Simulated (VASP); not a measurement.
# BAs (F-43m) in VASP: further runs

The runs below take BAs through vibrations by perturbation theory, elastic constants, with LDA.

Everything below comes from runs of VASP 6.6.1. Logs are shortened: lines on timing, memory, paths and dates and some standing lists are left out, and cuts for length are marked.

## 1. The cell of the first run

It takes space group F-43m (No. 216, cubic). Conventional cell: a = 4.622 Å, b = 4.622 Å, c = 4.622 Å, α = 90.00°, β = 90.00°, γ = 90.00°. B (site symmetry -43m) has 4 As at 2.00 Å within 2.7 Å. As (site symmetry -43m) has 4 B at 2.00 Å within 2.7 Å.

## 2. Vibrations by perturbation theory, LDA

Contents of INCAR:

```
SYSTEM = BAs
ALGO = Normal
EDIFF = 1E-8
ENCUT = 520
GGA = CA
IBRION = 8
ISIF = 2
ISMEAR = 0
LASPH = .True.
LCHARG = .False.
LEPSILON = .True.
LREAL = .False.
LWAVE = .False.
NELM = 60
NSW = 1
PREC = Accurate
SIGMA = 0.01
```

Contents of KPOINTS:

```
k-points
0
Gamma
  10 10 10
  0 0 0
```

Contents of POSCAR:

```
BAs
1.0
    0.0000000000      2.3109568032      2.3109568032
    2.3109568032      0.0000000000      2.3109568032
    2.3109568032      2.3109568032      0.0000000000
B As
1 1
Direct
    0.0000000000      0.0000000000      0.0000000000
    0.7500000000      0.7500000000      0.7500000000
```

Potentials or basis: VASP PAW LDA potentials, release 64 (B, As).

Command:

```console
cat potpaw_LDA.64/B/POTCAR potpaw_LDA.64/As/POTCAR > POTCAR
mpirun -np 1 vasp_std > vasp.out
```

OUTCAR:

```text
SYSTEM = BAs
   EDIFF = 1E-8
   ENCUT = 520
   GGA = CA
   IBRION = 8
   ISIF = 2
   ISMEAR = 0
   LASPH = .True.
   LEPSILON = .True.
   LREAL = .False.
   NELM = 60
   NSW = 1
   PREC = Accurate

 ion  position               nearest neighbor table
   1  0.000  0.000  0.000-   2 2.00   2 2.00   2 2.00   2 2.00
   2  0.750  0.750  0.750-   1 2.00   1 2.00   1 2.00   1 2.00

  LATTYP: Found a face centered cubic cell.
 ALAT       =     4.6219136064

  Lattice vectors:

 A1 = (   0.0000000000,   2.3109568032,   2.3109568032)
 A2 = (   2.3109568032,   0.0000000000,   2.3109568032)
 A3 = (   2.3109568032,   2.3109568032,   0.0000000000)

Analysis of symmetry for initial positions (statically):
=====================================================================
 Subroutine PRICEL returns:
 Original cell was already a primitive cell.

 Routine SETGRP: Setting up the symmetry group for a
 face centered cubic supercell.

 Subroutine GETGRP returns: Found 24 space group operations
 (whereof 24 operations were pure point group operations)
 out of a pool of 48 trial point group operations.

The static configuration has the point symmetry T_d .

Analysis of symmetry for dynamics (positions and initial velocities):
=====================================================================
 Subroutine PRICEL returns:
 Original cell was already a primitive cell.

 Routine SETGRP: Setting up the symmetry group for a
 face centered cubic supercell.

 Subroutine GETGRP returns: Found 24 space group operations
 (whereof 24 operations were pure point group operations)
 out of a pool of 48 trial point group operations.

The dynamic configuration has the point symmetry T_d .

 Subroutine INISYM returns: Found 24 space group operations
 (whereof 24 operations are pure point group operations),
 and found     1 'primitive' translations

----------------------------------------------------------------------------------------

                                     Primitive cell

  volume of cell :      24.6834

  direct lattice vectors                    reciprocal lattice vectors
     0.000000000  2.310956803  2.310956803    -0.216360600  0.216360600  0.216360600
     2.310956803  0.000000000  2.310956803     0.216360600 -0.216360600  0.216360600
     2.310956803  2.310956803  0.000000000     0.216360600  0.216360600 -0.216360600

  length of vectors
     3.268186453  3.268186453  3.268186453     0.374747552  0.374747552  0.374747552

  position of ions in fractional coordinates (direct lattice)
     0.000000000  0.000000000  0.000000000
     0.750000000  0.750000000  0.750000000

  ion indices of the primitive-cell ions
   primitive index   ion index
                 1           1
                 2           2

----------------------------------------------------------------------------------------

 KPOINTS: k-points

Automatic generation of k-mesh.
 Grid dimensions read from file:
 generate k-points for:   10   10   10

 Generating k-lattice:

  Cartesian coordinates                     Fractional coordinates (reciprocal lattice)
[... 413 lines left out ...]
  ---------------------------------------------------
  ---------------------------------------------------
  free energy    TOTEN  =        -0.61293473 eV

  energy without entropy =       -0.61293473

------------------------ aborting loop because EDIFF is reached ----------------------------------------

--------------------------------------- Ionic step        2  -------------------------------------------

------------------------ aborting loop because EDIFF is reached ----------------------------------------

--------------------------------------- Ionic step        3  -------------------------------------------

------------------------ aborting loop because EDIFF is reached ----------------------------------------

 PIEZOELECTRIC TENSOR FIELD DIRECTION 3  (e Angst)
 -----------------------------------------------------------------------------
    -0.00047 -0.33915  0.00000           ( -0.00000 -0.10090  0.00000)
    -0.33915 -0.00047  0.00000           ( -0.10090 -0.00000  0.00000)
     0.00000  0.00000  0.00011           (  0.00000  0.00000 -0.00000)

 PIEZOELECTRIC TENSOR FIELD DIRECTION 3  (C/m^2)
 -----------------------------------------------------------------------------
    -0.00030 -0.22014  0.00000
    -0.22014 -0.00030  0.00000
     0.00000  0.00000  0.00007

--------------------------------------- Ionic step        4  -------------------------------------------

------------------------ aborting loop because EDIFF is reached ----------------------------------------

[... ionic steps 5 to 6 ...]

--------------------------------------- Ionic step        7  -------------------------------------------

 Free energy of the ion-electron system (eV)
  ---------------------------------------------------
  ---------------------------------------------------
  free energy    TOTEN  =        -0.03726690 eV

  energy without entropy =       -0.03726690

------------------------ aborting loop because EDIFF is reached ----------------------------------------

 INTERNAL STRAIN TENSOR  FOR ION    2  DIRECTION 1   (eV/Angst):
 -----------------------------------------------------------------------------
    -0.00938  0.00000  0.00000
     0.00000  0.00693 10.89795
     0.00000 10.89795  0.00693

 MACROSCOPIC STATIC DIELECTRIC TENSOR (including local field effects in DFT)
 ------------------------------------------------------
           9.494163    -0.000000    -0.000000
           0.000000     9.494163     0.000000
           0.000000    -0.000000     9.494163
 ------------------------------------------------------

 PIEZOELECTRIC TENSOR (including local field effects)  for field in x, y, z        (e  Angst)
          XX          YY          ZZ          XY          YZ          ZX
  --------------------------------------------------------------------------------
  x     0.00000     0.00000    -0.00000    -0.00000    -0.33390    -0.00000
  y     0.00000     0.00000     0.00000     0.00000    -0.00000    -0.33390
  z     0.00000     0.00000     0.00000    -0.33390     0.00000    -0.00000

 PIEZOELECTRIC TENSOR (including local field effects)  for field in x, y, z        (C/m^2)
          XX          YY          ZZ          XY          YZ          ZX
  --------------------------------------------------------------------------------
  x     0.00000     0.00000    -0.00000    -0.00000    -0.21673    -0.00000
  y     0.00000     0.00000     0.00000     0.00000    -0.00000    -0.21673
  z     0.00000     0.00000     0.00000    -0.21673     0.00000    -0.00000

 BORN EFFECTIVE CHARGES (including local field effects) (in |e|, cummulative output)
 ---------------------------------------------------------------------------------
 ion    1
    1    -0.78497     0.00000    -0.00000
    2     0.00000    -0.78497    -0.00000
    3     0.00000     0.00000    -0.78497
 ion    2
    1     0.78497    -0.00000     0.00000
    2    -0.00000     0.78497     0.00000
    3    -0.00000    -0.00000     0.78497

 INTERNAL STRAIN TENSOR FOR ION    2 for displacements in x,y,z  (eV/Angst):
          X           Y           Z          XY          YZ          ZX
  --------------------------------------------------------------------------------
  x     0.00000     0.00000     0.00000     0.00000    10.89795     0.00000
  y     0.00000     0.00000     0.00000     0.00000     0.00000    10.89795
  z     0.00000     0.00000     0.00000    10.89795     0.00000     0.00000

 SECOND DERIVATIVES (NOT SYMMETRIZED)
 ------------------------------------
               1X          1Y          1Z          2X          2Y          2Z
  1X   -19.917448    0.000000    0.000000   19.917448    0.000000    0.000000
  1Y     0.000000  -19.917448    0.000000    0.000000   19.917448    0.000000
  1Z     0.000000    0.000000  -19.917448    0.000000    0.000000   19.917448
  2X    19.908936    0.000000    0.000000  -19.908936    0.000000    0.000000
  2Y     0.000000   19.908936    0.000000    0.000000  -19.908936    0.000000
  2Z     0.000000    0.000000   19.908936    0.000000    0.000000  -19.908936

 Eigenvectors and eigenvalues of the dynamical matrix
 ----------------------------------------------------

   1 f  =   22.698245 THz   142.617277 2PiTHz  757.131940 cm-1    93.872354 meV
             X         Y         Z           dx          dy          dz
      0.000000  0.000000  0.000000     0.000000    0.934851    0.000000
      3.466435  3.466435  3.466435     0.000000   -0.355040    0.000000
[... 21 lines left out ...]
   6 f/i=    0.001610 THz     0.010117 2PiTHz    0.053711 cm-1     0.006659 meV
             X         Y         Z           dx          dy          dz
      0.000000  0.000000  0.000000     0.000000   -0.355040    0.000000
      3.466435  3.466435  3.466435     0.000000   -0.934851    0.000000

--------------------------------------------------------------------------------------------------------

 MACROSCOPIC STATIC DIELECTRIC TENSOR IONIC CONTRIBUTION
 ------------------------------------------------------
           0.226845     0.000000    -0.000000
           0.000000     0.226845     0.000000
          -0.000000     0.000000     0.226845
 ------------------------------------------------------

 ELASTIC MODULI CONTR FROM IONIC RELAXATION (kBar)
 Direction    XX          YY          ZZ          XY          YZ          ZX
 --------------------------------------------------------------------------------
 XX          -0.0000     -0.0000     -0.0000     -0.0000      0.0000     -0.0000
 YY          -0.0000     -0.0000     -0.0000     -0.0000     -0.0000     -0.0000
 ZZ          -0.0000     -0.0000     -0.0000     -0.0000     -0.0000     -0.0000
 XY          -0.0000     -0.0000     -0.0000   -402.0411     -0.0000      0.0000
 YZ           0.0000     -0.0000     -0.0000     -0.0000   -402.0411     -0.0000
 ZX          -0.0000      0.0000     -0.0000      0.0000     -0.0000   -402.0411
 --------------------------------------------------------------------------------

 PIEZOELECTRIC TENSOR IONIC CONTR  for field in x, y, z        (C/m^2)
          XX          YY          ZZ          XY          YZ          ZX
  --------------------------------------------------------------------------------
  x    -0.00000     0.00000     0.00000    -0.00000     0.28417     0.00000
  y     0.00000    -0.00000     0.00000     0.00000     0.00000     0.28417
  z     0.00000     0.00000     0.00000     0.28417     0.00000    -0.00000
```

Wall time 1.8 min (1 thread of AMD EPYC 9R45 (Zen 5), shared host); peak memory 0.18 GiB.

Results:

| Property | Result |
| --- | --- |
| Electronic dielectric tensor (diagonal) | 9.49 |
| Born charges (mean of the diagonal) | B -0.78; As +0.78 e |
| Highest phonon frequency at Γ, LO-TO splitting left out | 757 cm⁻¹ |

Phonon frequencies in cm⁻¹ (negative: imaginary):
```tsv
q point	frequencies
(0.000, 0.000, 0.000)	0 0 0 757 757 757
```

Electronic dielectric tensor:
```
9.49 0.00 0.00
0.00 9.49 0.00
0.00 0.00 9.49
```

Born effective charge tensors (e):
atom 1, B
```
-0.78  0.00  0.00
 0.00 -0.78  0.00
 0.00  0.00 -0.78
```
atom 2, As
```
0.78 0.00 0.00
0.00 0.78 0.00
0.00 0.00 0.78
```

Caveat: the cell wasn't relaxed at this level first, which shifts response properties.

## 3. Elastic constants, LDA

This run uses another cell than the first one, of 12.83 Å³/atom, 1.040 times its volume.

Contents of INCAR:

```
SYSTEM = BAs
ALGO = Normal ; EDIFF = 1E-8
ENCUT = 600 ; GGA = CA
IBRION = 6 ; ISIF = 3
ISMEAR = 0 ; LASPH = .TRUE.
LCHARG = .TRUE. ; LREAL = .FALSE.
LWAVE = .FALSE. ; NBANDS = 11
NELM = 60 ; NFREE = 2
NSW = 1 ; POTIM = 0.015
PREC = Accurate ; SIGMA = 0.01
```

Contents of KPOINTS:

```
k-points
0
G
  10 10 10
  0 0 0
```

Contents of POSCAR:

```
BAs
1.0
    0.0000000000      2.3410826661      2.3410826661
    2.3410826661      0.0000000000      2.3410826661
    2.3410826661      2.3410826661      0.0000000000
B As
1 1
Direct
    0.0000000000      0.0000000000      0.0000000000
    0.7500000000      0.7500000000      0.7500000000
```

Potentials or basis: VASP PAW LDA potentials, release 64 (B, As).

Command:

```console
cat potpaw_LDA.64/B/POTCAR potpaw_LDA.64/As/POTCAR > POTCAR
mpirun -np 1 vasp_std > vasp.out
```

OUTCAR:

```text
SYSTEM = BAs
   EDIFF = 1E-8
   ENCUT = 600
   GGA = CA
   IBRION = 6
   ISIF = 3
   ISMEAR = 0
   LASPH = .TRUE.
   LREAL = .FALSE.
   NELM = 60
   NFREE = 2
   NSW = 1
   POTIM = 0.015
   PREC = Accurate

 ion  position               nearest neighbor table
   1  0.000  0.000  0.000-   2 2.03   2 2.03   2 2.03   2 2.03
   2  0.750  0.750  0.750-   1 2.03   1 2.03   1 2.03   1 2.03

  LATTYP: Found a face centered cubic cell.
 ALAT       =     4.6821653322

  Lattice vectors:

 A1 = (   0.0000000000,   2.3410826661,   2.3410826661)
 A2 = (   2.3410826661,   0.0000000000,   2.3410826661)
 A3 = (   2.3410826661,   2.3410826661,   0.0000000000)
[... 759 lines left out ...]
          X           Y           Z          XY          YZ          ZX
  --------------------------------------------------------------------------------
  x     0.00000     0.00000     0.00000     0.00000    -9.50495     0.00000
  y    -0.00000    -0.00000    -0.00000     0.00000     0.00000    -9.50495
  z     0.00000     0.00000     0.00000    -9.50495     0.00000     0.00000

 INTERNAL STRAIN TENSOR FOR ION    2 for displacements in x,y,z  (eV/Angst):
          X           Y           Z          XY          YZ          ZX
  --------------------------------------------------------------------------------
  x     0.00000    -0.00000    -0.00000     0.00000     9.49667     0.00000
  y    -0.00000     0.00000    -0.00000     0.00000     0.00000     9.49667
  z    -0.00000    -0.00000     0.00000     9.49667     0.00000     0.00000

 Eigenvectors and eigenvalues of the dynamical matrix
 ----------------------------------------------------

   1 f  =   21.819657 THz   137.096949 2PiTHz  727.825419 cm-1    90.238810 meV
             X         Y         Z           dx          dy          dz
      0.000000  0.000000  0.000000     0.000000    0.934828    0.000000
      3.511624  3.511624  3.511624     0.000000   -0.355102    0.000000
[... 21 lines left out ...]
   6 f/i=    0.000109 THz     0.000682 2PiTHz    0.003620 cm-1     0.000449 meV
             X         Y         Z           dx          dy          dz
      0.000000  0.000000  0.000000     0.000000   -0.355102    0.000000
      3.511624  3.511624  3.511624     0.000000   -0.934828    0.000000

--------------------------------------------------------------------------------------------------------

 ELASTIC MODULI CONTR FROM IONIC RELAXATION (kBar)
 Direction    XX          YY          ZZ          XY          YZ          ZX
 --------------------------------------------------------------------------------
 XX          -0.0000     -0.0000     -0.0000      0.0000      0.0000     -0.0000
 YY          -0.0000     -0.0000     -0.0000      0.0000      0.0000     -0.0000
 ZZ          -0.0000     -0.0000     -0.0000      0.0000      0.0000     -0.0000
 XY           0.0000      0.0000      0.0000   -306.2208      0.0000     -0.0000
 YZ           0.0000      0.0000      0.0000      0.0000   -306.2208     -0.0000
 ZX          -0.0000     -0.0000     -0.0000     -0.0000     -0.0000   -306.2208
 --------------------------------------------------------------------------------

 TOTAL ELASTIC MODULI (kBar)
 Direction    XX          YY          ZZ          XY          YZ          ZX
 --------------------------------------------------------------------------------
 XX        3112.0074    931.8361    931.8361      0.0000     -0.0000      0.0000
 YY         931.8361   3112.0074    931.8361      0.0000      0.0000     -0.0000
 ZZ         931.8361    931.8361   3112.0074      0.0000      0.0000     -0.0000
 XY           0.0000      0.0000      0.0000   1656.8923      0.0000     -0.0000
 YZ          -0.0000      0.0000      0.0000      0.0000   1656.8923     -0.0000
 ZX           0.0000     -0.0000     -0.0000     -0.0000     -0.0000   1656.8923
 --------------------------------------------------------------------------------
```

stdout:

```text
POSCAR found type information on POSCAR B As
 POSCAR found :  2 types and       2 ions
 scaLAPACK will be used
 LDA part: xc-table for (Slater(with rela. corr.)+CA(PZ))
 , standard interpolation
 POSCAR, INCAR and KPOINTS ok, starting setup
 FFT: planning ... GRIDC
 FFT: planning ... GRID_SOFT
 FFT: planning ... GRID
 WAVECAR not read
 entering main loop
 Found     2 degrees of freedom:
 Adding 6 more for cell shape distortion
 Finite differences POTIM= 0.01500 DOF=   8
 bond charge predicted
 Finite differences progress:
 bond charge predicted
 Finite differences progress:
 bond charge predicted
 Finite differences progress:
 bond charge predicted
 Finite differences progress:
 bond charge predicted
 Finite differences progress:
 bond charge predicted
 Finite differences progress:
 bond charge predicted
 Finite differences progress:
 bond charge predicted
 Finite differences progress:
 bond charge predicted
 Finite differences progress:
 bond charge predicted
 Finite differences progress:
 bond charge predicted
 Finite differences progress:
 bond charge predicted
 Finite differences progress:
 bond charge predicted
 Finite differences progress:
 bond charge predicted
 Finite differences progress:
 bond charge predicted
 Finite differences progress:
 bond charge predicted
 Finite differences progress:
```

It took 4 min on 1 thread of Intel Xeon 6975P-C (Granite Rapids), shared host; peak memory 0.3 GiB.

Results:

| Property | Result |
| --- | --- |
| Elastic constants C11, C12, C44 | 311, 93, 166 GPa |
| Voigt bulk modulus | 166 GPa |
| Highest phonon frequency at Γ, LO-TO splitting left out | 728 cm⁻¹ |

Phonon frequencies in cm⁻¹ (negative: imaginary):
| q point | frequencies |
| --- | --- |
| (0.000, 0.000, 0.000) | 0 0 0 728 728 728 |

Elastic tensor in Voigt notation (GPa, in the Cartesian axes of the cell as first typed):
```
311  93  93   0   0   0
 93 311  93   0   0   0
 93  93 311   0   0   0
  0   0   0 166   0   0
  0   0   0   0 166   0
  0   0   0   0   0 166
```

Clamped-ion elastic tensor (GPa):
```
311  93  93   0   0   0
 93 311  93   0   0   0
 93  93 311   0   0   0
  0   0   0 196   0   0
  0   0   0   0 196   0
  0   0   0   0   0 196
```

Caveat: the cell is under stress, which shifts elastic constants.
